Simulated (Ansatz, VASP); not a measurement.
CuAu: VASP beside Ansatz

File INCAR:

```
SYSTEM = CuAu
ALGO = Fast ; EDIFF = 1E-7
ENCUT = 520 ; GGA = PE
ISIF = 2 ; ISMEAR = 0
LASPH = .TRUE. ; LCHARG = .FALSE.
LREAL = .FALSE. ; LWAVE = .FALSE.
NBANDS = 18 ; NELM = 60
PREC = Accurate ; SIGMA = 0.15
```

The input KPOINTS:

```
k-points
0
G
  18 18 14
  0 0 0
```

The input POSCAR:

```
CuAu
1.0
    2.9120000000      0.0000000000      0.0000000000
    0.0000000000      2.9120000000      0.0000000000
    0.0000000000      0.0000000000      3.6700000000
Cu Au
1 1
Direct
    0.5000000000      0.5000000000      0.5000000000
    0.0000000000      0.0000000000      0.0000000000
```

Input for Ansatz:

```yaml
crystal:
  lattice:
    - [2.912, 0.0, 0.0]
    - [0.0, 2.912, 0.0]
    - [0.0, 0.0, 3.67]
  atoms:
    - { symbol: Cu, position: [0.5, 0.5, 0.5] }
    - { symbol: Au, position: [0.0, 0.0, 0.0] }
basis:
  ecutwfc: 420
kpoints:
  mp_grid: { grid: [18, 18, 14] }
hamiltonian:
  xc: pbe
scf:
  occupations: { method: gaussian, width: 0.15 }
output:
  forces: true
  stress: true
  eigenvalues: true
```

Change from the starting cell: strain +0.0400 x Voigt [1, 1, 0, 0, 0, 0], atoms carried along.

Alike in both runs: task single point; functional PBE; k mesh 18 × 18 × 14; occupations gaussian, width 0.15 eV; no spin polarisation.

|  | VASP | Ansatz |
| --- | --- | --- |
| version | VASP 6.6.1 | Ansatz 0.2.0 |
| potentials or method | VASP PAW PBE potentials, release 64 (Cu, Au), cutoff 520 eV | scalar-relativistic, plane waves, PAW |
| valence electrons in the cell | 22 | 38 |

|  | VASP | Ansatz | Ansatz less VASP |
| --- | --- | --- | --- |
| gap on the k mesh at the Fermi level (eV) | none | none | - |
| pressure (GPa) | -4.6 | -4.6 | -0.08 |
| traceless stress, the component that is largest in VASP (GPa) | 0.17 | 0.15 | -0.027 |

A gap of «none» marks a metal or a gap that the smearing closes. With one functional, cell and mesh, what is left measures potentials, basis and numerics. VASP's potentials hold 22 valence electrons a cell and Ansatz's 38, so a difference there can come from the potentials and not from the codes.

Spin-orbit coupling is off throughout.
